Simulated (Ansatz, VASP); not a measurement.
One calculation of MgO, two programs

```
Mg O
1.0
    -0.01054    2.10187    2.10187
     2.10187   -0.01054    2.10187
     2.10187    2.10187   -0.01054
Mg O
1 1
Direct
  0.00000 0.00000 0.00000
  0.50000 0.50000 0.50000
```

Change from the starting cell: equal xy, yz and zx engineering shears of -0.5 %.

Alike in both runs: functional PBEsol; k mesh 10 × 10 × 10; no spin polarisation.

Ansatz relaxed the structure, and its values are those at the end. VASP's run is a single point on that final structure, the one shown.

```csv
,VASP,Ansatz
version,VASP 6.6.1,Ansatz 0.2.0
potentials or method,"VASP PAW PBE potentials, release 64 (Mg, O), cutoff 520 eV","all-electron LAPW, scalar-relativistic"
occupations,"gaussian, width 0.01 eV",fixed
```

VASP gave:

```
gap on the k mesh at the Fermi level (eV) : 4.58
pressure (GPa)                            : -0.5
```

Q: Which values does Ansatz return?

A: gap on the k mesh at the Fermi level (eV): 4.58; pressure (GPa): 0.1.

VASP's potentials were made for PBE, not for PBEsol. Ansatz ran all-electron here, and VASP with PAW potentials.
